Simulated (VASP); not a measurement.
Cd: single point with LDA

Crystal: Cd.

```xyz
2
Lattice="2.8920 0.0000 0.0000 -1.4460 2.5045 0.0000 0.0000 0.0000 5.5635" Properties=species:S:1:pos:R:3 pbc="T T T"
Cd    0.0000    1.6697    1.3909
Cd    1.4460    0.8348    4.1726
```

- Program: VASP 6.6.1
- Task: single point
- Functional: LDA
- Potentials or basis: VASP PAW LDA potentials, release 64 (Cd)
- Cutoff: 520 eV
- k mesh: 7 × 7 × 3
- Occupations: fermi-dirac, width 0.05 eV
- Spin: no spin polarisation

The pressure is 0.7 GPa. The band gap on the k mesh is zero (band 12 reaches 4.76 eV, above the bottom of band 13 at 0.02 eV).

Stress tensor (GPa, compression positive):
```
0.88 0.00 0.00
0.00 0.88 0.00
0.00 0.00 0.36
```

Levels at points of the mesh, in eV from the Fermi level:
```csv
k point,band 9,band 10,band 11,band 12,band 13,band 14,band 15,band 16
"(0.00, 0.00, 0.00)",-8.59,-8.32,-8.32,-3.27,-3.07,10.55,15.18,15.34
```

It took 4.9 s on 1 thread of Intel(R) Xeon(R) Platinum 8488C (Sapphire Rapids), on a shared host, peak memory 0.14 GiB.

Caveat: the k points lie up to 0.38 Å⁻¹ apart.
